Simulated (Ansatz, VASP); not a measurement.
## One calculation of Pd, two programs

The input POSCAR:

```
Pd
1.0
    3.6038394014      0.0000000000      0.0000000000
   -1.8019197007      3.1210164728      0.0000000000
    0.0000000000      0.0000000000      4.0886764389
Pd
3
Direct
    0.2254000000      0.0000000000      0.3333333333
    0.0000000000      0.2254000000      0.6666666667
    0.7746000000      0.7746000000      0.0000000000
```

The input INCAR.step1:

```
PREC = Accurate
ENCUT = 590
ISMEAR = 0
SIGMA = 0.1
LREAL = F
LASPH = T
NELM = 120
NBANDS = 34
GGA = PE
ALGO = Normal
EDIFF = 1E-5
LWAVE = T
LCHARG = F
GGA_COMPAT = F
```

Contents of INCAR.step2:

```
PREC = Accurate
ENCUT = 590
EDIFF = 1E-6
ISMEAR = 0
SIGMA = 0.1
LREAL = F
LASPH = T
NELM = 120
ALGO = Normal
ISIF = 2
LWAVE = F
LCHARG = F
METAGGA = R2SCAN
LMIXTAU = T
NBANDS = 34
ISTART = 1
GGA_COMPAT = F
```

The input KPOINTS:

```
regular mesh
0
Gamma
  6 6 4
```

Input for Ansatz:

```yaml
crystal:
  lattice:
    - [3.6038394014, 0.0, 0.0]
    - [-1.8019197007, 3.1210164728, 0.0]
    - [0.0, 0.0, 4.0886764389]
  atoms:
    - { symbol: Pd, position: [0.2254, 0.0, 0.3333333333] }
    - { symbol: Pd, position: [0.0, 0.2254, 0.6666666667] }
    - { symbol: Pd, position: [0.7746, 0.7746, 0.0] }
basis:
  ecutwfc: 500
kpoints:
  mp_grid: { grid: [6, 6, 4] }
hamiltonian:
  xc: r2scan
scf:
  occupations: { method: gaussian, width: 0.1 }
  lower_state_search: "off"
output:
  forces: true
  stress: true
  eigenvalues: true
```

Alike in both runs: task single point; functional r2SCAN; k mesh 6 × 6 × 4; occupations gaussian, width 0.1 eV; no spin polarisation.

|  | VASP | Ansatz |
| --- | --- | --- |
| version | VASP 6.6.1 | Ansatz 0.2.0 |
| potentials or method | VASP PAW PBE potentials, release 64 (Pd_sv_GW), cutoff 590 eV | scalar-relativistic, plane waves, PAW |
| valence electrons in the cell | 54 | 54 |

|  | VASP | Ansatz | Ansatz less VASP |
| --- | --- | --- | --- |
| gap on the k mesh at the Fermi level (eV) | 0.07 | 0.08 | +0.009 |
| least direct gap on the mesh (eV) | 0.13 | 0.13 | +0.003 |
| rms of the force components (eV/Å) | 11.874 | 11.830 | -0.0439 |

VASP's potentials were made for PBE, not for r2SCAN. Atom by atom the forces differ by 0.044 eV/Å (rms over components). The functional is the same, so the differences come from potentials, cutoffs and numerics.
